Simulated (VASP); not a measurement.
# Sb (P6_3/mmc) in VASP: a series of runs

The runs below take Sb through single point, relaxation of cell and atoms, with PBEsol, PBEsol+D3(BJ).

All numbers are computed with VASP 6.6.1; they aren't measurements. Logs are shortened: lines on timing, memory, paths and dates and some standing lists are left out, and cuts for length are marked.

### 1 The cell of the first run

Symmetry: P6_3/mmc, No. 194, hexagonal system. Conventional cell: a = 3.354 Å, b = 3.354 Å, c = 5.344 Å, α = 90.00°, β = 90.00°, γ = 120.00°. Within 4.3 Å of Sb (site symmetry -6m2) lie 12 Sb at 3.30 to 3.35 Å.

### 2 Single point, PBEsol

Contents of INCAR:

```
SYSTEM = Sb
ALGO     = Normal         ! electronic algorithm
EDIFF    = 1E-6           ! SCF threshold, eV
ENCUT    = 520            ! plane-wave cutoff, eV
GGA      = PS             ! functional
ISIF     = 2              ! what is computed and relaxed
ISMEAR   = -1             ! smearing method
LASPH    = .TRUE.         ! aspherical terms in the spheres
LCHARG   = .FALSE.        ! write CHGCAR
LREAL    = .FALSE.        ! projectors in reciprocal space
LWAVE    = .FALSE.        ! write WAVECAR
NBANDS   = 12             ! bands
NELM     = 60             ! most SCF steps
PREC     = Accurate       ! precision mode
SIGMA    = 0.05           ! smearing width, eV
```

Contents of KPOINTS:

```
k-points
0
G
  9 9 5
  0 0 0
```

Contents of POSCAR:

```
Sb
1.0
    3.3541930746      0.0000000000      0.0000000000
   -1.6770965373      2.9048164118      0.0000000000
    0.0000000000      0.0000000000      5.3443355781
Sb
2
Direct
    0.6666666667      0.3333333333      0.7500000000
    0.3333333333      0.6666666667      0.2500000000
```

Potentials or basis: VASP PAW PBE potentials, release 64 (Sb).

Started as:

```bash
cat potpaw_PBE.64/Sb/POTCAR > POTCAR
mpirun -np 1 vasp_std > vasp.out
```

OUTCAR:

```text
SYSTEM = Sb
   EDIFF = 1E-6
   ENCUT = 520
   GGA = PS
   ISIF = 2
   ISMEAR = -1
   LASPH = .TRUE.
   LREAL = .FALSE.
   NELM = 60
   PREC = Accurate

 ion  position               nearest neighbor table
   1  0.667  0.333  0.750-   2 3.30   2 3.30   2 3.30   2 3.30   2 3.30   2 3.30
   2  0.333  0.667  0.250-   1 3.30   1 3.30   1 3.30   1 3.30   1 3.30   1 3.30

  LATTYP: Found a hexagonal cell.
 ALAT       =     3.3541930746
 C/A-ratio  =     1.5933297396

  Lattice vectors:

 A1 = (   3.3541930746,   0.0000000000,   0.0000000000)
 A2 = (  -1.6770965373,   2.9048164118,   0.0000000000)
 A3 = (   0.0000000000,   0.0000000000,   5.3443355781)

Analysis of symmetry for initial positions (statically):
=====================================================================
 Subroutine PRICEL returns:
 Original cell was already a primitive cell.

 Routine SETGRP: Setting up the symmetry group for a
 hexagonal supercell.

 Subroutine GETGRP returns: Found 24 space group operations
 (whereof 12 operations were pure point group operations)
 out of a pool of 24 trial point group operations.

The static configuration has the point symmetry D_3d.
 The point group associated with its full space group is D_6h.

Analysis of symmetry for dynamics (positions and initial velocities):
=====================================================================
 Subroutine PRICEL returns:
 Original cell was already a primitive cell.

 Routine SETGRP: Setting up the symmetry group for a
 hexagonal supercell.

 Subroutine GETGRP returns: Found 24 space group operations
 (whereof 12 operations were pure point group operations)
 out of a pool of 24 trial point group operations.

The dynamic configuration has the point symmetry D_3d.
 The point group associated with its full space group is D_6h.

 Subroutine INISYM returns: Found 24 space group operations
 (whereof 12 operations are pure point group operations),
 and found     1 'primitive' translations

----------------------------------------------------------------------------------------

                                     Primitive cell

  volume of cell :      52.0715

  direct lattice vectors                    reciprocal lattice vectors
     3.354193075  0.000000000  0.000000000     0.298134299  0.172127918  0.000000000
    -1.677096537  2.904816412  0.000000000     0.000000000  0.344255835  0.000000000
     0.000000000  0.000000000  5.344335578     0.000000000  0.000000000  0.187113999

  length of vectors
     3.354193075  3.354193075  5.344335578     0.344255835  0.344255835  0.187113999

  position of ions in fractional coordinates (direct lattice)
     0.666666667  0.333333333  0.750000000
     0.333333333  0.666666667  0.250000000

  ion indices of the primitive-cell ions
   primitive index   ion index
                 1           1
                 2           2

----------------------------------------------------------------------------------------

 KPOINTS: k-points

Automatic generation of k-mesh.
 Grid dimensions read from file:
 generate k-points for:    9    9    5

 Generating k-lattice:

  Cartesian coordinates                     Fractional coordinates (reciprocal lattice)
     0.033126033  0.019125324  0.000000000     0.111111111  0.000000000  0.000000000
     0.000000000  0.038250648  0.000000000     0.000000000  0.111111111  0.000000000
     0.000000000  0.000000000  0.037422800     0.000000000  0.000000000  0.200000000

  Length of vectors
     0.038250648  0.038250648  0.037422800

  Shift w.r.t. Gamma in fractional coordinates (k-lattice)
     0.000000000  0.000000000  0.000000000

 Subroutine IBZKPT returns following result:
 ===========================================

 Found     36 irreducible k-points:

 Following reciprocal coordinates:
            Coordinates               Weight
  0.000000  0.000000  0.000000      1.000000
  0.111111  0.000000  0.000000      6.000000
  0.222222  0.000000  0.000000      6.000000
  0.333333  0.000000  0.000000      6.000000
  0.444444  0.000000  0.000000      6.000000
  0.111111  0.111111  0.000000      6.000000
[... 16 lines left out ...]
  0.333333  0.222222  0.200000     24.000000
  0.333333  0.333333  0.200000      4.000000
 [... further k-points ...]
   k-points           NKPTS =     36   k-points in BZ     NKDIM =     36   number of bands    NBANDS=     12
   number of dos      NEDOS =    301   number of ions     NIONS =      2
   total plane-waves  NPLWV =  31360
   dimension x,y,z NGX =    28 NGY =   28 NGZ =   40
   dimension x,y,z NGXF=    56 NGYF=   56 NGZF=   80
   ions per type =               2
   NGX,Y,Z   is equivalent  to a cutoff of  13.88, 13.88, 12.44 a.u.
   NGXF,Y,Z  is equivalent  to a cutoff of  27.76, 27.76, 24.89 a.u.
 SYSTEM =  Sb
   PREC   = accura    normal or accurate (medium, high low for compatibility)
   ISTART =      0    job   : 0-new  1-cont  2-samecut
   ICHARG =      2    charge: 1-file 2-atom 10-const
   ISPIN  =      1    spin polarized calculation?
   LNONCOLLINEAR =      F non collinear calculations
   LSORBIT =      F    spin-orbit coupling
   LASPH  =      T    aspherical Exc in radial PAW
   ENCUT  =  520.0 eV  38.22 Ry    6.18 a.u.   6.24  6.24  9.94*2*pi/ulx,y,z
   NELM   =     60;   NELMIN=  2; NELMDL= -5     # of ELM steps
   EDIFF  = 0.1E-05   stopping-criterion for ELM
   LREAL  =      F    real-space projection
   EDIFFG = 0.1E-04   stopping-criterion for IOM
   NSW    =      0    number of steps for IOM
   IBRION =     -1    ionic relax: 0-MD 1-quasi-New 2-CG
   NFREE  =      0    steps in history (QN), initial steepest desc. (CG)
   ISIF   =      2    stress and relaxation
   ISYM   =      2    0-nonsym 1-usesym 2-fastsym
   POTIM  = 0.5000    time-step for ionic-motion
   TEBEG  =    0.0;   TEEND  =   0.0 temperature during run
   PSTRESS=    0.0 pullay stress
   NELECT =      10.0000    total number of electrons
   NUPDOWN=      -1.0000    fix difference up-down
   EMIN   =  10.00;   EMAX   =-10.00  energy-range for DOS
   EFERMI =   0.00;   METHOD = LEGACY
   ISMEAR =    -1;   SIGMA  =   0.05  broadening in eV -4-tet -1-fermi 0-gaus
   EFERMI_NEDOS =   21; number of points for ismear=-14 and -15
   IALGO  =     38    algorithm
   IMIX   =      4    mixing-type and parameters
     AMIX     =   0.40;   BMIX     =  1.00
     AMIX_MAG =   1.60;   BMIX_MAG =  1.00
  volume/ion in A,a.u.               =      26.04       175.70
  Fermi-wavevector in a.u.,A,eV,Ry     =   0.944513  1.784871 12.137827  0.892105
  Thomas-Fermi vector in A             =   2.072325
   LORBIT       =      0    0 simple, 1 ext, 2 COOP (PROOUT), +10 PAW based schemes
   GGA     = PS    functional components
   LHFCALC =     F    Hartree Fock is set to
   AEXX    =    0.0000 exact exchange contribution
   IVDW    =     0    specifies the selected vdW correction
   LEPSILON=     F    determine dielectric tensor
   LRPA    =     F    only Hartree local field effects (RPA)
 non-spin polarized calculation
  energy-cutoff  :      520.00
  volume of cell :       52.07
 maximum number of plane-waves:      1418
 NGX is ok and might be reduce to    28
   NGX = 13   NGY = 13   NGZ = 19

 number of electron      10.0000000 magnetization

 Free energy of the ion-electron system (eV)
  ---------------------------------------------------
  ext. energy  EPLUGINS =         0.00000000
  ---------------------------------------------------
  free energy    TOTEN  =        -8.68984571 eV

  energy without entropy =       -8.67841464  energy(sigma->0) =       -8.68413018

 E-fermi :   8.7584     XC(G=0): -10.4788

 val. band max:        8.7575267745   @ k =   0.2222   0.0000   0.4000
 cond. band min:       8.8489578588   @ k =   0.1111   0.1111   0.2000
 fundamental gap:      0.0914310843
 Fermi energy:         8.7583792640

 k-point     1 :       0.0000    0.0000    0.0000
  band No.  band energies     occupation
      1      -4.3886      2.00000
      2      -0.1919      2.00000
      3       2.8166      2.00000
      4      12.2661      0.00000
      5      12.2661      0.00000
      6      14.0517      0.00000
      7      14.0517      0.00000
      8      14.8429      0.00000
      9      16.3598      0.00000
     10      17.6975      0.00000
     11      18.8075      0.00000
     12      18.8075      0.00000

 k-point     2 :       0.1111    0.0000    0.0000
  band No.  band energies     occupation
      1      -4.1689      2.00000
      2      -0.0025      2.00000
      3       3.0463      2.00000
      4      10.3514      0.00000
      5      11.5233      0.00000
      6      12.9816      0.00000
      7      14.2075      0.00000
      8      14.4582      0.00000
      9      16.3957      0.00000
     10      17.8865      0.00000
     11      18.8049      0.00000
     12      18.9399      0.00000

 k-point     3 :       0.2222    0.0000    0.0000
  band No.  band energies     occupation
      1      -3.5148      2.00000
      2       0.5330      2.00000
      3       3.7249      2.00000
      4       7.4581      2.00000
      5      10.3961      0.00000
      6      10.7672      0.00000
      7      13.0185      0.00000
      8      13.7724      0.00000
      9      14.7022      0.00000
     10      17.5020      0.00000
     11      18.4773      0.00000
     12      18.9087      0.00000
[... 286 lines left out ...]
 k-point    23 :       0.3333    0.2222    0.2000
  band No.  band energies     occupation
      1      -0.3751      2.00000
      2       1.0796      2.00000
      3       4.2516      2.00000
      4       5.3370      2.00000
      5       6.2802      2.00000
      6       8.1707      1.99998
      7       8.7365      1.21527
      8      10.5311      0.00000
      9      14.1502      0.00000
     10      17.8812      0.00000
     11      18.7173      0.00000
     12      20.2707      0.00000

 k-point    24 :       0.3333    0.3333    0.2000
  band No.  band energies     occupation
      1       0.6284      2.00000
      2       0.6284      2.00000
      3       4.3590      2.00000
      4       5.4882      2.00000
      5       5.4882      2.00000
      6       7.1994      2.00000
      7       9.6167      0.00000
      8       9.6167      0.00000
      9      13.3949      0.00000
     10      19.6585      0.00000
     11      19.6585      0.00000
     12      20.9461      0.00000

 [... further k-points ...]
[... 5 lines left out ...]
  --------------------------------------------------------------------------------------
  -------------------------------------------------------------------------------------
  Total       -0.0042217     -0.0042217     -0.0005969      0.0000000      0.0000000      0.0000000
  in kB       -0.1298953     -0.1298953     -0.0183659      0.0000000      0.0000000      0.0000000
  external PRESSURE =      -0.0927188 kB  Pullay stress =       0.0000000 kB

 VOLUME and BASIS-vectors are now :
 -----------------------------------------------------------------------------
  energy-cutoff  :      520.00
  volume of cell :       52.07
      direct lattice vectors                 reciprocal lattice vectors
     3.354193075  0.000000000  0.000000000     0.298134299  0.172127918  0.000000000
    -1.677096537  2.904816412  0.000000000     0.000000000  0.344255835  0.000000000
     0.000000000  0.000000000  5.344335578     0.000000000  0.000000000  0.187113999

 POSITION                                       TOTAL-FORCE (eV/Angst)
 -----------------------------------------------------------------------------------
      1.67710      0.96827      4.00825        -0.000000     -0.000000      0.000000
     -0.00000      1.93654      1.33608         0.000000      0.000000      0.000000
 -----------------------------------------------------------------------------------
    total drift:                                0.000000     -0.000000      0.000000

  FREE ENERGIE OF THE ION-ELECTRON SYSTEM (eV)
  ---------------------------------------------------
  free  energy   TOTEN  =        -8.6898457133 eV

  energy  without entropy=       -8.6784146375  energy(sigma->0) =       -8.68413018
```

It took 9.2 s on 1 thread of Intel Xeon 6975P-C, shared host; peak memory 0.18 GiB.

What came out:

```
Free energy            : -8.6898 eV
Pressure               : 0.0 GPa
Band gap on the k mesh : zero (band 5 reaches 12.87 eV, above the bottom of band 6 at 6.00 eV)
```

Caveat: the PAW data sets were made with another functional, which shifts forces and pressure a little; spin-orbit coupling is left out, which moves the levels of the heavy elements.

[end of part 1 of 2]
